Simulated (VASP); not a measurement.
# Ba in VASP: notebook

Runs on Ba. Level: PBE. Tasks: single point.

All numbers are computed with VASP 6.6.1; they aren't measurements. Logs are shortened: lines on timing, memory, paths and dates and some standing lists are left out, and cuts for length are marked.

## 1. The cell of the first run

The cell holds a wire with vacuum, 10 atoms: a = 21.300 Å, b = 16.400 Å, c = 4.402 Å, α = 90.00°, β = 90.00°, γ = 90.00°.

## 2. Single point, PBE

Contents of INCAR:

```
SYSTEM = Ba
PREC = Accurate
ENCUT = 520
EDIFF = 1E-7
ISMEAR = 0
SIGMA = 0.05
LREAL = .FALSE.
LASPH = .TRUE.
NELM = 100
ALGO = Normal
ISIF = 2
LWAVE = .FALSE.
LCHARG = .FALSE.
GGA = PE
NBANDS = 61
```

Contents of KPOINTS:

```
regular mesh
0
G
  1 1 8
  0 0 0
```

Contents of POSCAR:

```
Ba
1.0
   21.3000000000      0.0000000000      0.0000000000
    0.0000000000     16.4000000000      0.0000000000
    0.0000000000      0.0000000000      4.4024774106
Ba
10
Direct
    0.3121431531      0.2895840448      0.0943312968
    0.3121431531      0.7104159552      0.0943312968
    0.2239129670      0.5000000000      0.6506856748
    0.5910481451      0.5000000000     -0.0067984680
    0.5000000000      0.2830864302      0.6666666667
    0.5000000000      0.7169135698      0.6666666667
    0.7760870330      0.5000000000      0.6826476585
    0.4089518549      0.5000000000      0.3401318013
    0.6878568469      0.2895840448      0.2390020365
    0.6878568469      0.7104159552      0.2390020365
```

Potentials or basis: VASP PAW PBE potentials, release 64 (Ba_sv).

On the command line:

```bash
$ cat potpaw_PBE.64/Ba_sv/POTCAR > POTCAR
$ mpirun -np 1 vasp_std > vasp.out
```

OUTCAR:

```text
SYSTEM = Ba
   PREC = Accurate
   ENCUT = 520
   EDIFF = 1E-7
   ISMEAR = 0
   LREAL = .FALSE.
   LASPH = .TRUE.
   NELM = 100
   ISIF = 2
   GGA = PE

 ion  position               nearest neighbor table
   1  0.312  0.290  0.094-   8 4.16   3 4.39   5 4.42   3 4.63   5 4.73
   2  0.312  0.710  0.094-   8 4.16   3 4.39   6 4.42   3 4.63   6 4.73
   3  0.224  0.500  0.651-   8 4.17   2 4.39   1 4.39   1 4.63   2 4.63
   4  0.591  0.500  0.993-   9 4.16  10 4.16   8 4.17   7 4.17   5 4.30   6 4.30
   5  0.500  0.283  0.667-   4 4.30   8 4.30   1 4.42   9 4.42   9 4.73   1 4.73
   6  0.500  0.717  0.667-   4 4.30   8 4.30   2 4.42  10 4.42  10 4.73   2 4.73
   7  0.776  0.500  0.683-   4 4.17   9 4.39  10 4.39  10 4.63   9 4.63
   8  0.409  0.500  0.340-   1 4.16   2 4.16   4 4.17   3 4.17   5 4.30   6 4.30
   9  0.688  0.290  0.239-   4 4.16   7 4.39   5 4.42   7 4.63   5 4.73
  10  0.688  0.710  0.239-   4 4.16   7 4.39   6 4.42   7 4.63   6 4.73

  LATTYP: Found a simple orthorhombic cell.
 ALAT       =     4.4024774106
 B/A-ratio  =     3.7251752753
 C/A-ratio  =     4.8381849612

  Lattice vectors:

 A1 = (   0.0000000000,   0.0000000000,  -4.4024774106)
 A2 = (   0.0000000000,  16.4000000000,   0.0000000000)
 A3 = (  21.3000000000,   0.0000000000,   0.0000000000)

Analysis of symmetry for initial positions (statically):
=====================================================================
 Subroutine PRICEL returns:
 Original cell was already a primitive cell.

 Routine SETGRP: Setting up the symmetry group for a
 simple orthorhombic supercell.

 Subroutine GETGRP returns: Found  4 space group operations
 (whereof  2 operations were pure point group operations)
 out of a pool of  8 trial point group operations.

The static configuration has the point symmetry C_1h.
 The point group associated with its full space group is C_2h.

Analysis of symmetry for dynamics (positions and initial velocities):
=====================================================================
 Subroutine PRICEL returns:
 Original cell was already a primitive cell.

 Routine SETGRP: Setting up the symmetry group for a
 simple orthorhombic supercell.

 Subroutine GETGRP returns: Found  4 space group operations
 (whereof  2 operations were pure point group operations)
 out of a pool of  8 trial point group operations.

The dynamic configuration has the point symmetry C_1h.
 The point group associated with its full space group is C_2h.

 Subroutine INISYM returns: Found  4 space group operations
 (whereof  2 operations are pure point group operations),
 and found     1 'primitive' translations

----------------------------------------------------------------------------------------

                                     Primitive cell

  volume of cell :    1537.8734

  direct lattice vectors                    reciprocal lattice vectors
    21.300000000  0.000000000  0.000000000     0.046948357  0.000000000  0.000000000
     0.000000000 16.400000000  0.000000000     0.000000000  0.060975610  0.000000000
     0.000000000  0.000000000  4.402477411     0.000000000  0.000000000  0.227144834

  length of vectors
    21.300000000 16.400000000  4.402477411     0.046948357  0.060975610  0.227144834

  position of ions in fractional coordinates (direct lattice)
     0.312143153  0.289584045  0.094331297
     0.312143153  0.710415955  0.094331297
     0.223912967  0.500000000  0.650685675
     0.591048145  0.500000000  0.993201532
     0.500000000  0.283086430  0.666666667
     0.500000000  0.716913570  0.666666667
     0.776087033  0.500000000  0.682647659
     0.408951855  0.500000000  0.340131801
     0.687856847  0.289584045  0.239002036
     0.687856847  0.710415955  0.239002036

  ion indices of the primitive-cell ions
   primitive index   ion index
                 1           1
                 2           2
                 3           3
                 4           4
                 5           5
                 6           6
                 7           7
                 8           8
                 9           9
                10          10

----------------------------------------------------------------------------------------

 KPOINTS: regular mesh

Automatic generation of k-mesh.
 Grid dimensions read from file:
 generate k-points for:    1    1    8

 Generating k-lattice:

  Cartesian coordinates                     Fractional coordinates (reciprocal lattice)
     0.046948357  0.000000000  0.000000000     1.000000000  0.000000000  0.000000000
     0.000000000  0.060975610  0.000000000     0.000000000  1.000000000  0.000000000
     0.000000000  0.000000000  0.028393104     0.000000000  0.000000000  0.125000000

  Length of vectors
     0.046948357  0.060975610  0.028393104

  Shift w.r.t. Gamma in fractional coordinates (k-lattice)
     0.000000000  0.000000000  0.000000000

 Subroutine IBZKPT returns following result:
 ===========================================

 Found      5 irreducible k-points:

 Following reciprocal coordinates:
            Coordinates               Weight
  0.000000  0.000000  0.000000      1.000000
  0.000000  0.000000  0.125000      2.000000
  0.000000  0.000000  0.250000      2.000000
  0.000000  0.000000  0.375000      2.000000
  0.000000  0.000000  0.500000      1.000000
   k-points           NKPTS =      5   k-points in BZ     NKDIM =      5   number of bands    NBANDS=     61
   number of dos      NEDOS =    301   number of ions     NIONS =     10
   total plane-waves  NPLWV = 725760
   dimension x,y,z NGX =   160 NGY =  126 NGZ =   36
   dimension x,y,z NGXF=   320 NGYF=  252 NGZF=   72
   ions per type =              10
   NGX,Y,Z   is equivalent  to a cutoff of  12.49, 12.77, 13.59 a.u.
   NGXF,Y,Z  is equivalent  to a cutoff of  24.98, 25.55, 27.19 a.u.
 SYSTEM =  Ba
   PREC   = accura    normal or accurate (medium, high low for compatibility)
   ISTART =      0    job   : 0-new  1-cont  2-samecut
   ICHARG =      2    charge: 1-file 2-atom 10-const
   ISPIN  =      1    spin polarized calculation?
   LNONCOLLINEAR =      F non collinear calculations
   LSORBIT =      F    spin-orbit coupling
   LASPH  =      T    aspherical Exc in radial PAW
   ENCUT  =  520.0 eV  38.22 Ry    6.18 a.u.  39.60 30.49  8.19*2*pi/ulx,y,z
   NELM   =    100;   NELMIN=  2; NELMDL= -5     # of ELM steps
   EDIFF  = 0.1E-06   stopping-criterion for ELM
   LREAL  =      F    real-space projection
   EDIFFG = 0.1E-05   stopping-criterion for IOM
   NSW    =      0    number of steps for IOM
   IBRION =     -1    ionic relax: 0-MD 1-quasi-New 2-CG
   NFREE  =      0    steps in history (QN), initial steepest desc. (CG)
   ISIF   =      2    stress and relaxation
   ISYM   =      2    0-nonsym 1-usesym 2-fastsym
   POTIM  = 0.5000    time-step for ionic-motion
   TEBEG  =    0.0;   TEEND  =   0.0 temperature during run
   PSTRESS=    0.0 pullay stress
   NELECT =     100.0000    total number of electrons
   NUPDOWN=      -1.0000    fix difference up-down
   EMIN   =  10.00;   EMAX   =-10.00  energy-range for DOS
   EFERMI =   0.00;   METHOD = LEGACY
   ISMEAR =     0;   SIGMA  =   0.05  broadening in eV -4-tet -1-fermi 0-gaus
   EFERMI_NEDOS =   21; number of points for ismear=-14 and -15
   IALGO  =     38    algorithm
   IMIX   =      4    mixing-type and parameters
     AMIX     =   0.40;   BMIX     =  1.00
     AMIX_MAG =   1.60;   BMIX_MAG =  1.00
  volume/ion in A,a.u.               =     153.79      1037.81
  Fermi-wavevector in a.u.,A,eV,Ry     =   0.658316  1.244037  5.896498  0.433380
  Thomas-Fermi vector in A             =   1.730100
   LORBIT       =      0    0 simple, 1 ext, 2 COOP (PROOUT), +10 PAW based schemes
   GGA     = PE    functional components
   LHFCALC =     F    Hartree Fock is set to
   AEXX    =    0.0000 exact exchange contribution
   IVDW    =     0    specifies the selected vdW correction
   LEPSILON=     F    determine dielectric tensor
   LRPA    =     F    only Hartree local field effects (RPA)
 non-spin polarized calculation
 Gauss-broadening in eV      SIGMA  =   0.05
  energy-cutoff  :      520.00
  volume of cell :     1537.87
 maximum number of plane-waves:     41436
 NGX is ok and might be reduce to   160
   NGX = 79   NGY = 61   NGZ = 17

 number of electron     100.0000000 magnetization

 Free energy of the ion-electron system (eV)
  ---------------------------------------------------
  ext. energy  EPLUGINS =         0.00000000
  ---------------------------------------------------
  free energy    TOTEN  =       -15.16752956 eV

  energy without entropy =      -15.15183873  energy(sigma->0) =      -15.15968415

 E-fermi :  -0.5187     XC(G=0):  -3.9906

 val. band max:       -0.5197702287   @ k =   0.0000   0.0000   0.5000
 cond. band min:      -0.5078038921   @ k =   0.0000   0.0000   0.3750
 fundamental gap:      0.0119663367
 Fermi energy:        -0.5187195787

 k-point     1 :       0.0000    0.0000    0.0000
  band No.  band energies     occupation
      1     -29.9305      2.00000
      2     -29.9302      2.00000
      3     -29.9296      2.00000
      4     -29.9294      2.00000
      5     -29.8212      2.00000
      6     -29.8212      2.00000
[... 53 lines left out ...]
     60       0.1690      0.00000
     61       0.1939      0.00000

 k-point     2 :       0.0000    0.0000    0.1250
  band No.  band energies     occupation
      1     -29.9281      2.00000
      2     -29.9279      2.00000
      3     -29.9273      2.00000
      4     -29.9271      2.00000
      5     -29.8190      2.00000
      6     -29.8190      2.00000
[... 53 lines left out ...]
     60       0.1633      0.00000
     61       0.2710      0.00000

 k-point     3 :       0.0000    0.0000    0.2500
  band No.  band energies     occupation
      1     -29.9223      2.00000
      2     -29.9222      2.00000
      3     -29.9218      2.00000
      4     -29.9217      2.00000
      5     -29.8137      2.00000
      6     -29.8137      2.00000
[... 53 lines left out ...]
     60       0.1143      0.00000
     61       0.2149      0.00000

 k-point     4 :       0.0000    0.0000    0.3750
  band No.  band energies     occupation
      1     -29.9166      2.00000
      2     -29.9165      2.00000
      3     -29.9163      2.00000
      4     -29.9162      2.00000
      5     -29.8084      2.00000
      6     -29.8084      2.00000
[... 53 lines left out ...]
     60       0.1343      0.00000
     61       0.2728      0.00000

 k-point     5 :       0.0000    0.0000    0.5000
  band No.  band energies     occupation
      1     -29.9142      2.00000
      2     -29.9141      2.00000
      3     -29.9140      2.00000
      4     -29.9139      2.00000
      5     -29.8062      2.00000
      6     -29.8062      2.00000
[... 53 lines left out ...]
     60       0.1208      0.00000
     61       0.1350      0.00000

------------------------ aborting loop because EDIFF is reached ----------------------------------------

  FORCE on cell =-STRESS in cart. coord.  units (eV):
  Direction    XX          YY          ZZ          XY          YZ          ZX
  --------------------------------------------------------------------------------------
  -------------------------------------------------------------------------------------
  Total        0.1318652     -0.1514695      0.0884508      0.0000000      0.0000000      0.0104576
  in kB        0.1373790     -0.1578030      0.0921493      0.0000000      0.0000000      0.0108948
  external PRESSURE =       0.0239084 kB  Pullay stress =       0.0000000 kB

 VOLUME and BASIS-vectors are now :
 -----------------------------------------------------------------------------
  energy-cutoff  :      520.00
  volume of cell :     1537.87
      direct lattice vectors                 reciprocal lattice vectors
    21.300000000  0.000000000  0.000000000     0.046948357  0.000000000  0.000000000
     0.000000000 16.400000000  0.000000000     0.000000000  0.060975610  0.000000000
     0.000000000  0.000000000  4.402477411     0.000000000  0.000000000  0.227144834

 POSITION                                       TOTAL-FORCE (eV/Angst)
 -----------------------------------------------------------------------------------
      6.64865      4.74918      0.41529        -0.004970     -0.008366      0.000392
      6.64865     11.65082      0.41529        -0.004970      0.008366      0.000392
      4.76935      8.20000      2.86463        -0.005753      0.000000     -0.001430
     12.58933      8.20000      4.37255         0.002294      0.000000      0.000628
     10.65000      4.64262      2.93498         0.000000     -0.004175     -0.000000
     10.65000     11.75738      2.93498         0.000000      0.004175     -0.000000
     16.53065      8.20000      3.00534         0.005753      0.000000      0.001430
      8.71067      8.20000      1.49742        -0.002294      0.000000     -0.000628
     14.65135      4.74918      1.05220         0.004970     -0.008366     -0.000392
     14.65135     11.65082      1.05220         0.004970      0.008366     -0.000392
 -----------------------------------------------------------------------------------
    total drift:                               -0.000000      0.000000     -0.000000

  FREE ENERGIE OF THE ION-ELECTRON SYSTEM (eV)
  ---------------------------------------------------
  free  energy   TOTEN  =       -15.1675295587 eV

  energy  without entropy=      -15.1518387331  energy(sigma->0) =      -15.15968415
```

Run time: 27 min. Hardware: 1 thread of Intel Xeon Platinum 8375C at 2.90GHz (Ice Lake), shared host; peak memory 1.3 GiB.

Results:

```
Free energy            : -15.1675 eV
Largest force          : 0.010 eV/Å
Band gap on the k mesh : zero (band 50 reaches -0.39 eV, above the bottom of band 51 at -0.55 eV)
```

Forces in eV/Å, atoms in the order of the input:
```
Ba  -0.005 -0.008  0.000
Ba  -0.005  0.008  0.000
Ba  -0.006  0.000 -0.001
Ba   0.002  0.000  0.001
Ba   0.000 -0.004  0.000
Ba   0.000  0.004  0.000
Ba   0.006  0.000  0.001
Ba  -0.002  0.000 -0.001
Ba   0.005 -0.008  0.000
Ba   0.005  0.008  0.000
```

Caveat: spin-orbit coupling is left out, which moves the levels of the heavy elements.

## 3. Single point, PBE

This run uses another cell than the first one, of 151.65 Å³/atom, 0.986 times its volume.

Contents of INCAR:

```
PREC = Accurate
ENCUT = 520
EDIFF = 1E-6
ISMEAR = 0
SIGMA = 0.05
LREAL = F
LASPH = T
NELM = 100
ALGO = Normal
ISIF = 2
LWAVE = F
LCHARG = T
GGA = PE
LELF = T
LVHAR = T
NBANDS = 61
```

Contents of KPOINTS:

```
regular mesh
0
Gamma
  1 1 8
```

Contents of POSCAR:

```
Ba
1.0
   21.3000000000      0.0000000000      0.0000000000
    0.0000000000     16.4000000000      0.0000000000
    0.0000000000      0.0000000000      4.3413853492
Ba
10
Direct
    0.3078358047      0.2838581528      0.0000000000
    0.3078358047      0.7161418472      0.0000000000
    0.2117537070      0.5000000000      0.6666666667
    0.5960820977      0.5000000000      0.0000000000
    0.5000000000      0.2838581528      0.6666666667
    0.5000000000      0.7161418472      0.6666666667
    0.7882462930      0.5000000000      0.6666666667
    0.4039179023      0.5000000000      0.3333333333
    0.6921641953      0.2838581528      0.3333333333
    0.6921641953      0.7161418472      0.3333333333
```

Potentials or basis: VASP PAW PBE potentials, release 64 (Ba_sv).

On the command line:

```bash
$ cat potpaw_PBE.64/Ba_sv/POTCAR > POTCAR
$ mpirun -np 1 vasp_std > vasp.out
```

It took 29 min on 1 thread of Intel Xeon Platinum 8375C at 2.90GHz (Ice Lake), shared host; peak memory 1.2 GiB.

Results (log left out):

```yaml
Free_energy: -15.0298 eV
Largest_force: 0.133 eV/Å
Band_gap_on_the_k_mesh: zero (band 50 reaches -0.33 eV, above the bottom of band 51 at -0.61 eV)
```

Forces in eV/Å, atoms in the order of the input:
```
Ba   0.040  0.081  0.096
Ba   0.040 -0.081  0.096
Ba   0.095  0.000 -0.094
Ba   0.122  0.000  0.024
Ba   0.000 -0.017  0.000
Ba   0.000  0.017  0.000
Ba  -0.095  0.000  0.094
Ba  -0.122  0.000 -0.024
Ba  -0.040  0.081 -0.096
Ba  -0.040 -0.081 -0.096
```

Levels at points of the mesh, in eV from the Fermi level:
| k point | band 47 | band 48 | band 49 | band 50 | band 51 | band 52 | band 53 | band 54 |
| --- | --- | --- | --- | --- | --- | --- | --- | --- |
| (0.00, 0.00, 0.00) | -0.87 | -0.85 | -0.63 | -0.41 | 0.25 | 0.33 | 0.35 | 0.36 |
| (0.00, 0.00, 0.50) | -0.29 | -0.21 | -0.19 | -0.17 | -0.11 | -0.03 | 0.23 | 0.27 |

Caveat: spin-orbit coupling is left out, which moves the levels of the heavy elements.
